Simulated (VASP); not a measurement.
# Hf3S5 (P6/mmm) in VASP: single point with PBE

Aim: the single point of Hf3S5 with PBE.

Program: VASP 6.6.1. These are calculated values, not measurements. Logs are shortened: lines on timing, memory, paths and dates and some standing lists are left out, and cuts for length are marked.

## Step 1: The cell of the first run

Symmetry: P6/mmm, No. 191, hexagonal system. The conventional cell has a = 6.441 Å, b = 6.441 Å, c = 4.802 Å, α = 90.00°, β = 90.00°, γ = 120.00°. Within 3.3 Å of Hf (site symmetry mmm) lie 4 S at 2.40 to 3.22 Å and 4 Hf at 3.22 Å. S (site symmetry mmm) has 2 Hf at 2.40 Å and 6 S at 3.22 Å within 3.3 Å. Within 3.3 Å of S (site symmetry 6/mmm) lie 8 S at 2.40 to 3.22 Å. Within 3.3 Å of S (site symmetry 6/mmm) lie 2 S at 2.40 Å and 6 Hf at 3.22 Å.

The cell was generated, and may not be a known phase.

## Step 2: Single point, PBE

INCAR reads:

```
ALGO = Normal
EDIFF = 1E-6
ENCUT = 520
GGA = PE
ISIF = 2
ISMEAR = 0
LASPH = True
LCHARG = True
LELF = True
LREAL = False
LVHAR = True
LWAVE = False
NBANDS = 40
NELM = 100
PREC = Accurate
SIGMA = 0.2
```

KPOINTS reads:

```
k-points
0
Gamma
  3 3 3
```

POSCAR reads:

```
Hf3S5
1.0
    6.4406684771      0.0000000028      0.0000000000
   -3.2203342410      5.5777825171      0.0000000000
    0.0000000000      0.0000000000      4.8016888418
Hf S
3 5
Direct
    0.5000000000      0.0000000000      0.5000000000
    0.0000000000      0.5000000000      0.5000000000
    0.5000000000      0.5000000000      0.5000000000
    0.5000000000      0.0000000000      0.0000000000
    0.0000000000      0.5000000000      0.0000000000
    0.5000000000      0.5000000000      0.0000000000
    0.0000000000      0.0000000000      0.0000000000
    0.0000000000      0.0000000000      0.5000000000
```

Potentials or basis: VASP PAW PBE potentials, release 64 (Hf_pv, S).

Run with:

```console
cat potpaw_PBE.64/Hf_pv/POTCAR potpaw_PBE.64/S/POTCAR > POTCAR
mpirun -np 1 vasp_std > vasp.out
```

OUTCAR:

```text
EDIFF = 1E-6
   ENCUT = 520
   GGA = PE
   ISIF = 2
   ISMEAR = 0
   LASPH = True
   LREAL = False
   NELM = 100
   PREC = Accurate

 ion  position               nearest neighbor table
   1  0.500  0.000  0.500-   4 2.40   4 2.40   2 3.22   2 3.22   3 3.22   3 3.22   8 3.22   8 3.22

   2  0.000  0.500  0.500-   5 2.40   5 2.40   1 3.22   1 3.22   8 3.22   8 3.22   3 3.22   3 3.22

   3  0.500  0.500  0.500-   6 2.40   6 2.40   8 3.22   8 3.22   1 3.22   1 3.22   2 3.22   2 3.22

   4  0.500  0.000  0.000-   1 2.40   1 2.40
   5  0.000  0.500  0.000-   2 2.40   2 2.40
   6  0.500  0.500  0.000-   3 2.40   3 2.40
   7  0.000  0.000  0.000-   8 2.40   8 2.40
   8  0.000  0.000  0.500-   7 2.40   7 2.40   3 3.22   3 3.22   2 3.22   2 3.22   1 3.22   1 3.22

  LATTYP: Found a hexagonal cell.
 ALAT       =     6.4406684771
 C/A-ratio  =     0.7455264712

  Lattice vectors:

 A1 = (   6.4406684771,   0.0000000028,   0.0000000000)
 A2 = (  -3.2203342410,   5.5777825171,   0.0000000000)
 A3 = (   0.0000000000,   0.0000000000,   4.8016888418)

Analysis of symmetry for initial positions (statically):
=====================================================================
 Subroutine PRICEL returns:
 Original cell was already a primitive cell.

 Routine SETGRP: Setting up the symmetry group for a
 hexagonal supercell.

 Subroutine GETGRP returns: Found 24 space group operations
 (whereof 24 operations were pure point group operations)
 out of a pool of 24 trial point group operations.

The static configuration has the point symmetry D_6h.

Analysis of symmetry for dynamics (positions and initial velocities):
=====================================================================
 Subroutine PRICEL returns:
 Original cell was already a primitive cell.

 Routine SETGRP: Setting up the symmetry group for a
 hexagonal supercell.

 Subroutine GETGRP returns: Found 24 space group operations
 (whereof 24 operations were pure point group operations)
 out of a pool of 24 trial point group operations.

The dynamic configuration has the point symmetry D_6h.

 Subroutine INISYM returns: Found 24 space group operations
 (whereof 24 operations are pure point group operations),
 and found     1 'primitive' translations

----------------------------------------------------------------------------------------

                                     Primitive cell

  volume of cell :     172.4990

  direct lattice vectors                    reciprocal lattice vectors
     6.440668477  0.000000003  0.000000000     0.155263387  0.089641358  0.000000000
    -3.220334241  5.577782517  0.000000000    -0.000000000  0.179282716  0.000000000
     0.000000000  0.000000000  4.801688842     0.000000000  0.000000000  0.208260059

  length of vectors
     6.440668477  6.440668477  4.801688842     0.179282716  0.179282716  0.208260059

  position of ions in fractional coordinates (direct lattice)
     0.500000000  1.000000000  0.500000000
     0.000000000  0.500000000  0.500000000
     0.500000000  0.500000000  0.500000000
     0.500000000  1.000000000  0.000000000
     0.000000000  0.500000000  0.000000000
     0.500000000  0.500000000  0.000000000
     0.000000000  0.000000000  0.000000000
     0.000000000  0.000000000  0.500000000

  ion indices of the primitive-cell ions
   primitive index   ion index
                 1           1
                 2           2
                 3           3
                 4           4
                 5           5
                 6           6
                 7           7
                 8           8

----------------------------------------------------------------------------------------

 KPOINTS: k-points

Automatic generation of k-mesh.
 Grid dimensions read from file:
 generate k-points for:    3    3    3

 Generating k-lattice:

  Cartesian coordinates                     Fractional coordinates (reciprocal lattice)
     0.051754462  0.029880453  0.000000000     0.333333333  0.000000000  0.000000000
    -0.000000000  0.059760905  0.000000000     0.000000000  0.333333333  0.000000000
     0.000000000  0.000000000  0.069420020     0.000000000  0.000000000  0.333333333

  Length of vectors
     0.059760905  0.059760905  0.069420020

  Shift w.r.t. Gamma in fractional coordinates (k-lattice)
     0.000000000  0.000000000  0.000000000

 Subroutine IBZKPT returns following result:
 ===========================================

 Found      6 irreducible k-points:

 Following reciprocal coordinates:
            Coordinates               Weight
  0.000000  0.000000  0.000000      1.000000
  0.333333  0.000000  0.000000      6.000000
  0.333333  0.333333  0.000000      2.000000
  0.000000  0.000000  0.333333      2.000000
  0.333333  0.000000  0.333333     12.000000
  0.333333  0.333333  0.333333      4.000000
   k-points           NKPTS =      6   k-points in BZ     NKDIM =      6   number of bands    NBANDS=     40
   number of dos      NEDOS =    301   number of ions     NIONS =      8
   total plane-waves  NPLWV =  82944
   dimension x,y,z NGX =    48 NGY =   48 NGZ =   36
   dimension x,y,z NGXF=    96 NGYF=   96 NGZF=   72
   ions per type =               3   5
   NGX,Y,Z   is equivalent  to a cutoff of  12.39, 12.39, 12.46 a.u.
   NGXF,Y,Z  is equivalent  to a cutoff of  24.78, 24.78, 24.93 a.u.
 SYSTEM =  unknown system
   PREC   = accura    normal or accurate (medium, high low for compatibility)
   ISTART =      0    job   : 0-new  1-cont  2-samecut
   ICHARG =      2    charge: 1-file 2-atom 10-const
   ISPIN  =      1    spin polarized calculation?
   LNONCOLLINEAR =      F non collinear calculations
   LSORBIT =      F    spin-orbit coupling
   LASPH  =      T    aspherical Exc in radial PAW
   ENCUT  =  520.0 eV  38.22 Ry    6.18 a.u.  11.98 11.98  8.93*2*pi/ulx,y,z
   NELM   =    100;   NELMIN=  2; NELMDL= -5     # of ELM steps
   EDIFF  = 0.1E-05   stopping-criterion for ELM
   LREAL  =      F    real-space projection
   EDIFFG = 0.1E-04   stopping-criterion for IOM
   NSW    =      0    number of steps for IOM
   IBRION =     -1    ionic relax: 0-MD 1-quasi-New 2-CG
   NFREE  =      0    steps in history (QN), initial steepest desc. (CG)
   ISIF   =      2    stress and relaxation
   ISYM   =      2    0-nonsym 1-usesym 2-fastsym
   POTIM  = 0.5000    time-step for ionic-motion
   TEBEG  =    0.0;   TEEND  =   0.0 temperature during run
   PSTRESS=    0.0 pullay stress
   NELECT =      60.0000    total number of electrons
   NUPDOWN=      -1.0000    fix difference up-down
   EMIN   =  10.00;   EMAX   =-10.00  energy-range for DOS
   EFERMI =   0.00;   METHOD = LEGACY
   ISMEAR =     0;   SIGMA  =   0.20  broadening in eV -4-tet -1-fermi 0-gaus
   EFERMI_NEDOS =   21; number of points for ismear=-14 and -15
   IALGO  =     38    algorithm
   IMIX   =      4    mixing-type and parameters
     AMIX     =   0.40;   BMIX     =  1.00
     AMIX_MAG =   1.60;   BMIX_MAG =  1.00
  volume/ion in A,a.u.               =      21.56       145.51
  Fermi-wavevector in a.u.,A,eV,Ry     =   1.151321  2.175681 18.035065  1.325540
  Thomas-Fermi vector in A             =   2.287979
   LORBIT       =      0    0 simple, 1 ext, 2 COOP (PROOUT), +10 PAW based schemes
   GGA     = PE    functional components
   LHFCALC =     F    Hartree Fock is set to
   AEXX    =    0.0000 exact exchange contribution
   IVDW    =     0    specifies the selected vdW correction
   LEPSILON=     F    determine dielectric tensor
   LRPA    =     F    only Hartree local field effects (RPA)
 non-spin polarized calculation
 Gauss-broadening in eV      SIGMA  =   0.20
  energy-cutoff  :      520.00
  volume of cell :      172.50
 maximum number of plane-waves:      4655
 NGX is ok and might be reduce to    48
   NGX = 23   NGY = 23   NGZ = 17

 number of electron      60.0000006 magnetization

 Free energy of the ion-electron system (eV)
  ---------------------------------------------------
  ext. energy  EPLUGINS =         0.00000000
  ---------------------------------------------------
  free energy    TOTEN  =       -50.38063036 eV

  energy without entropy =      -50.20346397  energy(sigma->0) =      -50.29204717

 E-fermi :   4.6742     XC(G=0): -10.2203

 val. band max:        4.5783469267   @ k =   0.3333   0.0000   0.0000
 cond. band min:       4.6968992775   @ k =   0.3333   0.3333   0.3333
 fundamental gap:      0.1185523508
 Fermi energy:         4.6742332874

 k-point     1 :       0.0000    0.0000    0.0000
  band No.  band energies     occupation
      1     -26.7291      2.00000
      2     -26.7291      2.00000
      3     -26.5891      2.00000
      4     -26.5382      2.00000
      5     -26.5101      2.00000
      6     -26.4569      2.00000
[... 32 lines left out ...]
     39       7.6027      0.00000
     40       7.6029      0.00000

 k-point     2 :       0.3333    0.0000    0.0000
  band No.  band energies     occupation
      1     -26.7232      2.00000
      2     -26.6812      2.00000
      3     -26.5770      2.00000
      4     -26.5013      2.00000
      5     -26.4989      2.00000
      6     -26.4682      2.00000
[... 32 lines left out ...]
     39       7.2313      0.00000
     40       7.5113      0.00000

 k-point     3 :       0.3333    0.3333    0.0000
  band No.  band energies     occupation
      1     -26.7065      2.00000
      2     -26.6355      2.00000
      3     -26.6355      2.00000
      4     -26.4835      2.00000
      5     -26.4835      2.00000
      6     -26.4569      2.00000
[... 32 lines left out ...]
     39       6.6266      0.00000
     40       7.0672      0.00000

 k-point     4 :       0.0000    0.0000    0.3333
  band No.  band energies     occupation
      1     -26.7287      2.00000
      2     -26.7287      2.00000
      3     -26.5886      2.00000
      4     -26.5380      2.00000
      5     -26.5260      2.00000
      6     -26.4710      2.00000
[... 32 lines left out ...]
     39       7.6998      0.00000
     40       8.7070      0.00000

 k-point     5 :       0.3333    0.0000    0.3333
  band No.  band energies     occupation
      1     -26.7228      2.00000
      2     -26.6808      2.00000
      3     -26.5768      2.00000
      4     -26.5144      2.00000
      5     -26.5008      2.00000
      6     -26.4827      2.00000
[... 32 lines left out ...]
     39       7.8613      0.00000
     40       7.8990      0.00000

 k-point     6 :       0.3333    0.3333    0.3333
  band No.  band energies     occupation
      1     -26.7061      2.00000
      2     -26.6351      2.00000
      3     -26.6351      2.00000
      4     -26.4986      2.00000
      5     -26.4986      2.00000
      6     -26.4711      2.00000
[... 32 lines left out ...]
     39       7.4028      0.00000
     40       7.5497      0.00000

------------------------ aborting loop because EDIFF is reached ----------------------------------------

  FORCE on cell =-STRESS in cart. coord.  units (eV):
  Direction    XX          YY          ZZ          XY          YZ          ZX
  --------------------------------------------------------------------------------------
  -------------------------------------------------------------------------------------
  Total       -0.3042669     -0.3042669     -0.5980346      0.0000000     -0.0000000      0.0000000
  in kB       -2.8260433     -2.8260433     -5.5545691      0.0000000     -0.0000000      0.0000000
  external PRESSURE =      -3.7355519 kB  Pullay stress =       0.0000000 kB

 VOLUME and BASIS-vectors are now :
 -----------------------------------------------------------------------------
  energy-cutoff  :      520.00
  volume of cell :      172.50
      direct lattice vectors                 reciprocal lattice vectors
     6.440668477  0.000000003  0.000000000     0.155263387  0.089641358  0.000000000
    -3.220334241  5.577782517  0.000000000    -0.000000000  0.179282716  0.000000000
     0.000000000  0.000000000  4.801688842     0.000000000  0.000000000  0.208260059

 POSITION                                       TOTAL-FORCE (eV/Angst)
 -----------------------------------------------------------------------------------
      3.22033      0.00000      2.40084         0.000000      0.000000      0.000000
     -1.61017      2.78889      2.40084        -0.000000      0.000000      0.000000
      1.61017      2.78889      2.40084        -0.000000      0.000000      0.000000
      3.22033      0.00000      0.00000         0.000000      0.000000      0.000000
     -1.61017      2.78889      0.00000         0.000000      0.000000      0.000000
      1.61017      2.78889      0.00000         0.000000      0.000000      0.000000
      0.00000      0.00000      0.00000         0.000000      0.000000      0.000000
      0.00000      0.00000      2.40084         0.000000      0.000000      0.000000
 -----------------------------------------------------------------------------------
    total drift:                               -0.000000      0.000000     -0.000000

  FREE ENERGIE OF THE ION-ELECTRON SYSTEM (eV)
  ---------------------------------------------------
  free  energy   TOTEN  =       -50.3806303620 eV

  energy  without entropy=      -50.2034639701  energy(sigma->0) =      -50.29204717
```

Run time: 1.9 min. Hardware: 1 thread of Intel Xeon 8259CL, shared host; peak memory 0.28 GiB.

Results:

| Property | Result |
| --- | --- |
| Free energy | -50.3806 eV |
| Pressure | -0.4 GPa |
| Band gap on the k mesh | zero (bands 30 and 31 overlap by 0.29 eV) |

Stress tensor (GPa, compression positive):
```
-0.28  0.00  0.00
 0.00 -0.28  0.00
 0.00  0.00 -0.56
```

Caveat: the k points lie up to 0.44 Å⁻¹ apart; spin-orbit coupling is left out, which moves the levels of the heavy elements.

The gap in the log of VASP goes by the Fermi energy; the results here count the filled bands.